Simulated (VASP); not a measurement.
Here is a VASP 6.6.1 calculation.

The input INCAR:

```
PREC = Accurate
ENCUT = 520
EDIFF = 1E-6
ISMEAR = 0
SIGMA = 0.05
LREAL = False
LASPH = True
NELM = 60
ALGO = Normal
ISIF = 2
LWAVE = False
LCHARG = True
GGA = PS
LELF = True
LVHAR = True
NBANDS = 35
```

Contents of KPOINTS:

```
regular mesh
0
Gamma
  6 6 6
```

POSCAR

```
Al2O3
1.0
    2.5709366441      1.4843309635      3.7381418805
   -2.5709366441      1.4843309635      3.7381418805
    0.0000000000     -2.9686619271      3.7381418805
Al O
4 6
Direct
    0.8520350473      0.8520350473      0.8520350473
    0.6479649527      0.6479649527      0.6479649527
    0.1479649527      0.1479649527      0.1479649527
    0.3520350473      0.3520350473      0.3520350473
    0.0558571577      0.4441428423      0.7500000000
    0.7500000000      0.0558571577      0.4441428423
    0.4441428423      0.7500000000      0.0558571577
    0.9441428423      0.5558571577      0.2500000000
    0.2500000000      0.9441428423      0.5558571577
    0.5558571577      0.2500000000      0.9441428423
```

Potentials or basis: VASP PAW PBE potentials, release 64 (Al, O).

Command:

```bash
$ cat potpaw_PBE.64/Al/POTCAR potpaw_PBE.64/O/POTCAR > POTCAR
$ mpirun -np 1 vasp_std > vasp.out
```

What does it give for the band gap on the k mesh?

3.67 eV.

What does it give for the largest force?

2.699 eV/Å.

What does it give for the pressure?

0.8 GPa.

Stress tensor (GPa, compression positive):
```
-26.32   0.00   0.00
  0.00 -26.32   0.00
  0.00   0.00  55.04
```

Caveat: the stress differs along the axes, from -26 to 55 GPa; the PAW data sets were made with another functional, which shifts forces and pressure a little.
